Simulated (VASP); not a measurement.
Input of a VASP 6.6.1 run:

The input INCAR:

```
SYSTEM = Sb
ALGO = Normal ; EDIFF = 1E-6
ENCUT = 500 ; GGA = PE
GGA_COMPAT = .False. ; ISIF = 2
ISMEAR = -1 ; LASPH = .True.
LCHARG = .False. ; LREAL = .False.
LWAVE = .False. ; NBANDS = 12
NELM = 120 ; PREC = Accurate
SIGMA = 0.02
```

The input KPOINTS:

```
k-points
0
Gamma
  3 3 3
  0 0 0
```

The input POSCAR:

```
Sb
1.0
    2.1542000000      1.2437279499      3.7580000000
   -2.1542000000      1.2437279499      3.7580000000
    0.0000000000     -2.4874558998      3.7580000000
Sb
2
Direct
    0.7665100000      0.7665100000      0.7665100000
    0.2334900000      0.2334900000      0.2334900000
```

Potentials or basis: VASP PAW PBE potentials, release 64 (Sb).

Launch:

```sh
$ cat potpaw_PBE.64/Sb/POTCAR > POTCAR
$ mpirun -np 1 vasp_std > vasp.out
```

(1) Predict the largest force.

(2) Predict the pressure.

(3) Estimate the band gap on the k mesh.

## Answers

(1) 0.089 eV/Å.

(2) 3.5 GPa.

(3) 1.29 eV, indirect (least direct gap 1.32 eV).

Caveat: the k points lie up to 0.59 Å⁻¹ apart; spin-orbit coupling is left out, which moves the levels of the heavy elements.
